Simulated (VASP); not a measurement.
# La2O3 (P-3m1) in VASP: single point with PBE

Aim: the single point of La2O3 with PBE.

Everything below comes from runs of VASP 6.6.1. Logs are shortened: lines on timing, memory, paths and dates and some standing lists are left out, and cuts for length are marked.

## (1) The cell of the first run

It takes space group P-3m1 (No. 164, trigonal). Conventional cell: a = 3.941 Å, b = 3.941 Å, c = 6.188 Å, α = 90.00°, β = 90.00°, γ = 120.00°. Within 3.1 Å of La (site symmetry 3m) lie 7 O at 2.37 to 2.74 Å. Within 3.2 Å of O (site symmetry 3m) lie 4 La at 2.37 to 2.46 Å and 6 O at 2.90 to 3.16 Å. Within 3.6 Å of O (site symmetry -3m) lie 6 La at 2.74 Å and 6 O at 3.16 Å.

## (2) Single point, PBE

Contents of INCAR:

```
PREC = Accurate ; ENCUT = 600
EDIFF = 1E-6 ; ISMEAR = 0
SIGMA = 0.01 ; LREAL = Auto
LASPH = True ; NELM = 200
ALGO = Normal ; ISIF = 2
LWAVE = False ; LCHARG = False
GGA = PE ; NBANDS = 208
GGA_COMPAT = False ; LMAXMIX = 6
```

Contents of KPOINTS:

```
regular mesh
0
Gamma
  1 1 2
```

Contents of POSCAR:

```
La2O3
1.0
   11.8217180592     -0.0000000912      0.0000000000
   -5.9108589506     10.2379082013      0.0000000000
    0.0000000000      0.0000000000      6.1878594200
La O
18 27
Direct
    0.2222222222      0.1111111111      0.7526292200
    0.1111111111      0.2222222222      0.2473707800
    0.2222222222      0.4444444444      0.7526292200
    0.1111111111      0.5555555556      0.2473707800
    0.2222222222      0.7777777778      0.7526292200
    0.1111111111      0.8888888889      0.2473707800
    0.5555555556      0.1111111111      0.7526292200
    0.4444444444      0.2222222222      0.2473707800
    0.5555555556      0.4444444444      0.7526292200
    0.4444444444      0.5555555556      0.2473707800
    0.5555555556      0.7777777778      0.7526292200
    0.4444444444      0.8888888889      0.2473707800
    0.8888888889      0.1111111111      0.7526292200
    0.7777777778      0.2222222222      0.2473707800
    0.8888888889      0.4444444444      0.7526292200
    0.7777777778      0.5555555556      0.2473707800
    0.8888888889      0.7777777778      0.7526292200
    0.7777777778      0.8888888889      0.2473707800
    0.2222222222      0.1111111111      0.3546877200
    0.1111111111      0.2222222222      0.6453122800
    0.0000000000      0.0000000000      0.0000000000
    0.2222222222      0.4444444444      0.3546877200
    0.1111111111      0.5555555556      0.6453122800
    0.0000000000      0.3333333333      0.0000000000
    0.2222222222      0.7777777778      0.3546877200
    0.1111111111      0.8888888889      0.6453122800
    0.0000000000      0.6666666667      0.0000000000
    0.5555555556      0.1111111111      0.3546877200
    0.4444444444      0.2222222222      0.6453122800
    0.3333333333      0.0000000000      0.0000000000
    0.5555555556      0.4444444444      0.3546877200
    0.4444444444      0.5555555556      0.6453122800
    0.3333333333      0.3333333333      0.0000000000
    0.5555555556      0.7777777778      0.3546877200
    0.4444444444      0.8888888889      0.6453122800
    0.3333333333      0.6666666667      0.0000000000
    0.8888888889      0.1111111111      0.3546877200
    0.7777777778      0.2222222222      0.6453122800
    0.6666666667      0.0000000000      0.0000000000
    0.8888888889      0.4444444444      0.3546877200
    0.7777777778      0.5555555556      0.6453122800
    0.6666666667      0.3333333333      0.0000000000
    0.8888888889      0.7777777778      0.3546877200
    0.7777777778      0.8888888889      0.6453122800
    0.6666666667      0.6666666667      0.0000000000
```

Potentials or basis: VASP PAW PBE potentials, release 64 (La, O).

On the command line:

```
cat potpaw_PBE.64/La/POTCAR potpaw_PBE.64/O/POTCAR > POTCAR
mpirun -np 1 vasp_std > vasp.out
```

OUTCAR:

```text
PREC = Accurate
   ENCUT = 600
   EDIFF = 1E-6
   ISMEAR = 0
   LREAL = Auto
   LASPH = True
   NELM = 200
   ISIF = 2
   GGA = PE

 ion  position               nearest neighbor table
   1  0.222  0.111  0.753-  20 2.37  29 2.37  26 2.37  19 2.46  30 2.74  21 2.74  33 2.74
   2  0.111  0.222  0.247-  19 2.37  37 2.37  22 2.37  20 2.46  24 2.74  33 2.74  21 2.74
   3  0.222  0.444  0.753-  32 2.37  20 2.37  23 2.37  22 2.46  33 2.74  24 2.74  36 2.74
   4  0.111  0.556  0.247-  40 2.37  25 2.37  22 2.37  23 2.46  27 2.74  36 2.74  24 2.74
   5  0.222  0.778  0.753-  26 2.37  35 2.37  23 2.37  25 2.46  36 2.74  27 2.74  30 2.74
   6  0.111  0.889  0.247-  25 2.37  43 2.37  19 2.37  26 2.46  21 2.74  30 2.74  27 2.74
[... 10 lines left out ...]
  17  0.889  0.778  0.753-  44 2.37  26 2.37  41 2.37  43 2.46  27 2.74  45 2.74  21 2.74
[... 14 lines left out ...]
  32  0.444  0.556  0.645-   3 2.37  11 2.37   9 2.37  10 2.46
  33  0.333  0.333  0.000-   3 2.74   8 2.74   2 2.74   1 2.74   9 2.74  10 2.74
  34  0.556  0.778  0.355-  18 2.37  10 2.37  12 2.37  11 2.46
  35  0.444  0.889  0.645-   5 2.37   7 2.37  11 2.37  12 2.46
  36  0.333  0.667  0.000-   5 2.74  10 2.74   4 2.74  12 2.74  11 2.74   3 2.74
  37  0.889  0.111  0.355-  14 2.37   2 2.37  18 2.37  13 2.46
  38  0.778  0.222  0.645-  13 2.37   7 2.37  15 2.37  14 2.46
  39  0.667  0.000  0.000-  18 2.74   7 2.74  13 2.74  14 2.74  11 2.74  12 2.74
  40  0.889  0.444  0.355-   4 2.37  14 2.37  16 2.37  15 2.46
  41  0.778  0.556  0.645-   9 2.37  17 2.37  15 2.37  16 2.46
  42  0.667  0.333  0.000-  14 2.74   9 2.74  15 2.74   7 2.74   8 2.74  16 2.74
  43  0.889  0.778  0.355-  18 2.37   6 2.37  16 2.37  17 2.46
  44  0.778  0.889  0.645-  17 2.37  11 2.37  13 2.37  18 2.46
  45  0.667  0.667  0.000-  11 2.74  16 2.74  17 2.74  18 2.74  10 2.74   9 2.74

  LATTYP: Found a hexagonal cell.
 ALAT       =    11.8217180592
 C/A-ratio  =     0.5234314834

  Lattice vectors:

 A1 = (  11.8217180592,  -0.0000000912,   0.0000000000)
 A2 = (  -5.9108589506,  10.2379082013,   0.0000000000)
 A3 = (   0.0000000000,   0.0000000000,   6.1878594200)

Analysis of symmetry for initial positions (statically):
=====================================================================
 Subroutine PRICEL returns following result:

  LATTYP: Found a hexagonal cell.
 ALAT       =     3.9405726860
 C/A-ratio  =     1.5702944503

  Lattice vectors:

 A1 = (   3.9405726860,  -0.0000000304,   0.0000000000)
 A2 = (  -1.9702863167,   3.4126360668,   0.0000000000)
 A3 = (   0.0000000000,   0.0000000000,   6.1878594200)

   9 primitive cells build up your supercell.

 Routine SETGRP: Setting up the symmetry group for a
 hexagonal supercell.

 Subroutine GETGRP returns: Found 12 space group operations
 (whereof 12 operations were pure point group operations)
 out of a pool of 24 trial point group operations.

The static configuration has the point symmetry D_3d.

Analysis of symmetry for dynamics (positions and initial velocities):
=====================================================================
 Subroutine PRICEL returns following result:

  LATTYP: Found a hexagonal cell.
 ALAT       =     3.9405726860
 C/A-ratio  =     1.5702944503

  Lattice vectors:

 A1 = (   3.9405726860,  -0.0000000304,   0.0000000000)
 A2 = (  -1.9702863167,   3.4126360668,   0.0000000000)
 A3 = (   0.0000000000,   0.0000000000,   6.1878594200)

   9 primitive cells build up your supercell.

 Routine SETGRP: Setting up the symmetry group for a
 hexagonal supercell.

 Subroutine GETGRP returns: Found 12 space group operations
 (whereof 12 operations were pure point group operations)
 out of a pool of 24 trial point group operations.

The dynamic configuration has the point symmetry D_3d.

 Subroutine INISYM returns: Found 12 space group operations
 (whereof 12 operations are pure point group operations),
 and found     9 'primitive' translations

----------------------------------------------------------------------------------------

                                     Primitive cell

  volume of cell :      83.2127

  direct lattice vectors                    reciprocal lattice vectors
     3.940572686 -0.000000030  0.000000000     0.253770222  0.146514303  0.000000000
    -1.970286317  3.412636067  0.000000000     0.000000002  0.293028610  0.000000000
     0.000000000  0.000000000  6.187859420     0.000000000  0.000000000  0.161606774

  length of vectors
     3.940572686  3.940572686  6.187859420     0.293028610  0.293028610  0.161606774

  position of ions in fractional coordinates (direct lattice)
     0.666666667  0.333333333  0.752629220
     0.333333333  0.666666667  0.247370780
     0.666666667  0.333333333  0.354687720
     0.333333333  0.666666667  0.645312280
     1.000000000  0.000000000  0.000000000

  ion indices of the primitive-cell ions
   primitive index   ion index
                 1           1
                 2           2
                 3          19
                 4          20
                 5          30

----------------------------------------------------------------------------------------

 KPOINTS: regular mesh

Automatic generation of k-mesh.
 Grid dimensions read from file:
 generate k-points for:    1    1    2

 Generating k-lattice:

  Cartesian coordinates                     Fractional coordinates (reciprocal lattice)
     0.084590074  0.048838101  0.000000000     1.000000000 -0.000000000  0.000000000
     0.000000001  0.097676203  0.000000000     0.000000000  1.000000000  0.000000000
     0.000000000  0.000000000  0.080803387     0.000000000  0.000000000  0.500000000

  Length of vectors
     0.097676203  0.097676203  0.080803387

  Shift w.r.t. Gamma in fractional coordinates (k-lattice)
     0.000000000  0.000000000  0.000000000

 Subroutine IBZKPT returns following result:
 ===========================================

 Found      2 irreducible k-points:

 Following reciprocal coordinates:
            Coordinates               Weight
  0.000000  0.000000  0.000000      1.000000
  0.000000  0.000000  0.500000      1.000000
   k-points           NKPTS =      2   k-points in BZ     NKDIM =      2   number of bands    NBANDS=    208
   number of dos      NEDOS =    301   number of ions     NIONS =     45
   total plane-waves  NPLWV = 460800
   dimension x,y,z NGX =    96 NGY =   96 NGZ =   50
   dimension x,y,z NGXF=   192 NGYF=  192 NGZF=  100
   ions per type =              18  27
   NGX,Y,Z   is equivalent  to a cutoff of  13.50, 13.50, 13.43 a.u.
   NGXF,Y,Z  is equivalent  to a cutoff of  27.00, 27.00, 26.87 a.u.
 SYSTEM =  unknown system
   PREC   = accura    normal or accurate (medium, high low for compatibility)
   ISTART =      0    job   : 0-new  1-cont  2-samecut
   ICHARG =      2    charge: 1-file 2-atom 10-const
   ISPIN  =      1    spin polarized calculation?
   LNONCOLLINEAR =      F non collinear calculations
   LSORBIT =      F    spin-orbit coupling
   LASPH  =      T    aspherical Exc in radial PAW
   ENCUT  =  600.0 eV  44.10 Ry    6.64 a.u.  23.61 23.61 12.36*2*pi/ulx,y,z
   NELM   =    200;   NELMIN=  2; NELMDL= -5     # of ELM steps
   EDIFF  = 0.1E-05   stopping-criterion for ELM
   LREAL  =      T    real-space projection
   EDIFFG = 0.1E-04   stopping-criterion for IOM
   NSW    =      0    number of steps for IOM
   IBRION =     -1    ionic relax: 0-MD 1-quasi-New 2-CG
   NFREE  =      0    steps in history (QN), initial steepest desc. (CG)
   ISIF   =      2    stress and relaxation
   ISYM   =      2    0-nonsym 1-usesym 2-fastsym
   POTIM  = 0.5000    time-step for ionic-motion
   TEBEG  =    0.0;   TEEND  =   0.0 temperature during run
   PSTRESS=    0.0 pullay stress
   NELECT =     360.0000    total number of electrons
   NUPDOWN=      -1.0000    fix difference up-down
   EMIN   =  10.00;   EMAX   =-10.00  energy-range for DOS
   EFERMI =   0.00;   METHOD = LEGACY
   ISMEAR =     0;   SIGMA  =   0.01  broadening in eV -4-tet -1-fermi 0-gaus
   EFERMI_NEDOS =   21; number of points for ismear=-14 and -15
   IALGO  =     38    algorithm
   IMIX   =      4    mixing-type and parameters
     AMIX     =   0.40;   BMIX     =  1.00
     AMIX_MAG =   1.60;   BMIX_MAG =  1.00
  volume/ion in A,a.u.               =      16.64       112.31
  Fermi-wavevector in a.u.,A,eV,Ry     =   1.282424  2.423430 22.376289  1.644611
  Thomas-Fermi vector in A             =   2.414736
   LORBIT       =      0    0 simple, 1 ext, 2 COOP (PROOUT), +10 PAW based schemes
   GGA     = PE    functional components
   LHFCALC =     F    Hartree Fock is set to
   AEXX    =    0.0000 exact exchange contribution
   IVDW    =     0    specifies the selected vdW correction
   LEPSILON=     F    determine dielectric tensor
   LRPA    =     F    only Hartree local field effects (RPA)
 non-spin polarized calculation
 Gauss-broadening in eV      SIGMA  =   0.01
  energy-cutoff  :      600.00
  volume of cell :      748.91
 maximum number of plane-waves:     25027
 NGX is ok and might be reduce to    96
   NGX = 47   NGY = 47   NGZ = 25

 number of electron     359.9999996 magnetization

 Free energy of the ion-electron system (eV)
  ---------------------------------------------------
  ext. energy  EPLUGINS =         0.00000000
  ---------------------------------------------------
  free energy    TOTEN  =      -376.51594595 eV

  energy without entropy =     -376.51594595  energy(sigma->0) =     -376.51594595

 E-fermi :   5.7882     XC(G=0): -10.3845

 val. band max:        5.7397654542   @ k =   0.0000   0.0000   0.5000
 cond. band min:       9.6678872476   @ k =   0.0000   0.0000   0.0000
 fundamental gap:      3.9281217934
 Fermi energy:         5.7881660661

 k-point     1 :       0.0000    0.0000    0.0000
  band No.  band energies     occupation
      1     -24.0585      2.00000
      2     -23.9190      2.00000
      3     -23.9190      2.00000
      4     -23.9190      2.00000
      5     -23.9190      2.00000
      6     -23.9190      2.00000
[... 184 lines left out ...]
    191      10.4175      0.00000
    192      10.4758      0.00000

 k-point     2 :       0.0000    0.0000    0.5000
  band No.  band energies     occupation
      1     -23.9665      2.00000
      2     -23.9358      2.00000
      3     -23.8660      2.00000
      4     -23.8660      2.00000
      5     -23.8660      2.00000
      6     -23.8660      2.00000
[... 184 lines left out ...]
    191      10.5274      0.00000
    192      10.5318      0.00000
 [bands above 192 left out]

------------------------ aborting loop because EDIFF is reached ----------------------------------------

  FORCE on cell =-STRESS in cart. coord.  units (eV):
  Direction    XX          YY          ZZ          XY          YZ          ZX
  --------------------------------------------------------------------------------------
  -------------------------------------------------------------------------------------
  Total       -2.6157887     -2.6157887     -1.5276056     -0.0000000      0.0000000      0.0000000
  in kB       -5.5960421     -5.5960421     -3.2680566     -0.0000000      0.0000000      0.0000000
  external PRESSURE =      -4.8200470 kB  Pullay stress =       0.0000000 kB

 VOLUME and BASIS-vectors are now :
 -----------------------------------------------------------------------------
  energy-cutoff  :      600.00
  volume of cell :      748.91
      direct lattice vectors                 reciprocal lattice vectors
    11.821718059 -0.000000091  0.000000000     0.084590074  0.048838101  0.000000000
    -5.910858951 10.237908201  0.000000000     0.000000001  0.097676203  0.000000000
     0.000000000  0.000000000  6.187859420     0.000000000  0.000000000  0.161606774

 POSITION                                       TOTAL-FORCE (eV/Angst)
 -----------------------------------------------------------------------------------
      1.97029      1.13755      4.65716         0.000000     -0.000000     -0.037265
      0.00000      2.27509      1.53070        -0.000000     -0.000000      0.037265
      0.00000      4.55018      4.65716         0.000000      0.000000     -0.037265
     -1.97029      5.68773      1.53070        -0.000000      0.000000      0.037265
     -1.97029      7.96282      4.65716         0.000000     -0.000000     -0.037265
     -3.94057      9.10036      1.53070        -0.000000     -0.000000      0.037265
[... 37 lines left out ...]
      3.94057      9.10036      3.99310        -0.000000     -0.000000      0.024312
      3.94057      6.82527      0.00000        -0.000000      0.000000     -0.000000
 -----------------------------------------------------------------------------------
    total drift:                                0.000000      0.000000      0.000000

  FREE ENERGIE OF THE ION-ELECTRON SYSTEM (eV)
  ---------------------------------------------------
  free  energy   TOTEN  =      -376.5159459521 eV

  energy  without entropy=     -376.5159459521  energy(sigma->0) =     -376.51594595
```

It took 53 min on 1 thread of Intel Xeon 8259CL, shared host; peak memory 1.1 GiB.

What came out:

* Free energy: -376.5159 eV
* Pressure: -0.5 GPa
* Largest force: 0.037 eV/Å
* Band gap on the k mesh: 3.93 eV

Forces in eV/Å, atoms in the order of the input:
```
La   0.000  0.000 -0.037
La   0.000  0.000  0.037
La   0.000  0.000 -0.037
La   0.000  0.000  0.037
La   0.000  0.000 -0.037
La   0.000  0.000  0.037
La   0.000  0.000 -0.037
La   0.000  0.000  0.037
La   0.000  0.000 -0.037
La   0.000  0.000  0.037
La   0.000  0.000 -0.037
La   0.000  0.000  0.037
La   0.000  0.000 -0.037
La   0.000  0.000  0.037
La   0.000  0.000 -0.037
La   0.000  0.000  0.037
La   0.000  0.000 -0.037
La   0.000  0.000  0.037
O    0.000  0.000 -0.024
O    0.000  0.000  0.024
O    0.000  0.000  0.000
O    0.000  0.000 -0.024
O    0.000  0.000  0.024
O    0.000  0.000  0.000
O    0.000  0.000 -0.024
O    0.000  0.000  0.024
O    0.000  0.000  0.000
O    0.000  0.000 -0.024
O    0.000  0.000  0.024
O    0.000  0.000  0.000
O    0.000  0.000 -0.024
O    0.000  0.000  0.024
O    0.000  0.000  0.000
O    0.000  0.000 -0.024
O    0.000  0.000  0.024
O    0.000  0.000  0.000
O    0.000  0.000 -0.024
O    0.000  0.000  0.024
O    0.000  0.000  0.000
O    0.000  0.000 -0.024
O    0.000  0.000  0.024
O    0.000  0.000  0.000
O    0.000  0.000 -0.024
O    0.000  0.000  0.024
O    0.000  0.000  0.000
```

Stress tensor (GPa, compression positive):
```
-0.56  0.00  0.00
 0.00 -0.56  0.00
 0.00  0.00 -0.33
```

Caveat: the k points lie up to 0.61 Å⁻¹ apart; spin-orbit coupling is left out, which moves the levels of the heavy elements. A k mesh can miss the band edges.
